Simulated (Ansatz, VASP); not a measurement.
## Two plane-wave programs on TaN

File INCAR:

```
SYSTEM = TaN
ALGO = Normal
EDIFF = 1E-6
ENCUT = 600
GGA = PE
GGA_COMPAT = .FALSE.
ISIF = 2
ISMEAR = 0
LASPH = .TRUE.
LCHARG = .TRUE.
LELF = .TRUE.
LREAL = .FALSE.
LVHAR = .TRUE.
LWAVE = .FALSE.
NBANDS = 15
NELM = 120
PREC = Accurate
SIGMA = 0.05
```

Contents of KPOINTS:

```
k-points
0
G
  12 12 10
  0 0 0
```

File POSCAR:

```
TaN
1.0
    2.9380000000      0.0000000000      0.0000000000
   -1.4690000000      2.5443826363      0.0000000000
    0.0000000000      0.0000000000      2.8830000000
Ta N
1 1
Direct
    0.0000000000      0.0000000000      0.5000000000
    0.6666666667      0.3333333333      0.0000000000
```

Input for Ansatz:

```yaml
crystal:
  lattice:
    a: 2.938
    b: 2.938
    c: 2.883
    alpha: 90.0
    beta: 90.0
    gamma: 120.0
  space_group: 187
  atoms:
    - { symbol: Ta, position: [0.0, 0.0, 0.5] }
    - { symbol: "N", position: [0.6666666666666666, 0.3333333333333333, 0.0] }
basis:
  ecutwfc: 470.0
kpoints:
  mp_grid:
    grid: [12, 12, 10]
hamiltonian:
  xc: pbe
scf:
  occupations:
    method: gaussian
    width: 0.05
output:
  stress: true
```

Alike in both runs: task single point; functional PBE; k mesh 12 × 12 × 10; occupations gaussian, width 0.05 eV; no spin polarisation.

|  | VASP | Ansatz |
| --- | --- | --- |
| version | VASP 6.6.1 | Ansatz 0.2.0 |
| potentials or method | VASP PAW PBE potentials, release 64 (Ta_pv, N), cutoff 600 eV | plane waves, PAW |
| valence electrons in the cell | 16 | 18 |

```tsv
	VASP	Ansatz	Ansatz less VASP
pressure (GPa)	5.3	4.7	-0.60
traceless stress, the component that is largest in VASP (GPa)	0.83	0.71	-0.126
```

VASP's potentials hold 16 valence electrons a cell and Ansatz's 18, so a difference there can come from the potentials and not from the codes.

Neither program's run includes spin-orbit coupling.
